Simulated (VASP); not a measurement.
Write the native input for VASP 6.6.1 that does the following.

| Quantity | Value |
| --- | --- |
| Task | single point |
| Functional | PBEsol |
| Potentials or basis | VASP PAW PBE potentials, release 64 (Zn, O) |
| Cutoff | 520 eV |
| k mesh | 9 × 9 × 6 |
| Occupations | gaussian, width 0.02 eV |
| Spin | no spin polarisation |
| Dipole correction | no |
| Further INCAR settings | ALGO = Normal; EDIFF = 1e-06; NBANDS = 26 |

The structure of ZnO lies in POSCAR:

```
ZnO
1.0
    3.2305167433      0.0000000000      0.0000000000
   -1.6152583716      2.7977095671      0.0000000000
    0.0000000000      0.0000000000      5.2139362521
Zn O
2 2
Direct
    0.6666666667      0.3333333333      0.5006385768
    0.3333333333      0.6666666667      0.0006385768
    0.6666666667      0.3333333333      0.8796714232
    0.3333333333      0.6666666667      0.3796714232
```

The input as run:

INCAR

```
ALGO = Normal
EDIFF = 1E-6
ENCUT = 520
GGA = PS
ISIF = 2
ISMEAR = 0
LASPH = True
LCHARG = False
LREAL = False
LWAVE = False
NBANDS = 26
NELM = 80
PREC = Accurate
SIGMA = 0.02
```

KPOINTS

```
k-points
0
Gamma
  9 9 6
```

Potentials or basis: VASP PAW PBE potentials, release 64 (Zn, O).

The run is started by

```console
$ cat potpaw_PBE.64/Zn/POTCAR potpaw_PBE.64/O/POTCAR > POTCAR
$ mpirun -np 1 vasp_std > vasp.out
```

It gave:

The pressure is 0.7 GPa and the band gap on the k mesh is 0.69 eV, direct.

Caveat: the PAW data sets were made with another functional, which shifts forces and pressure a little.

Run time: 35 s on 1 thread of Intel(R) Xeon(R) Platinum 8259CL CPU @ 2.50GHz (Skylake/Cascade Lake), with other jobs on the host, peak memory 0.18 GiB.
